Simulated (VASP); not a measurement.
Li: single point with PBEsol+D3(BJ)

Li:

```
Li
1.0
    -1.73094    1.73094    1.73094
     1.73094   -1.73094    1.73094
     1.73094    1.73094   -1.73094
Li
1
Direct
  0.00000 0.00000 0.00000
```

```json
{"Program": "VASP 6.6.1", "Task": "single point", "Functional": "PBEsol", "Dispersion": "D3(BJ)", "Potentials or basis": "VASP PAW PBE potentials, release 64 (Li_sv)", "Cutoff": "520 eV", "k mesh": "11 × 11 × 11", "Occupations": "fermi-dirac, width 0.05 eV", "Spin": "no spin polarisation", "Dipole correction": "no", "Further INCAR settings": "ALGO = Fast; EDIFF = 1e-06; NBANDS = 8"}
```

- Dispersion energy per atom: -0.145 eV

Levels at points of the mesh, in eV from the Fermi level:
| k point | band 1 | band 2 | band 3 | band 4 | band 5 | band 6 |
| --- | --- | --- | --- | --- | --- | --- |
| (0.00, 0.00, 0.00) | -45.98 | -3.54 | 14.37 | 14.37 | 14.37 | 19.05 |

Wall time 4.5 s on 1 thread of Intel(R) Xeon(R) Platinum 8488C (Sapphire Rapids), on a shared host, peak memory 0.14 GiB.
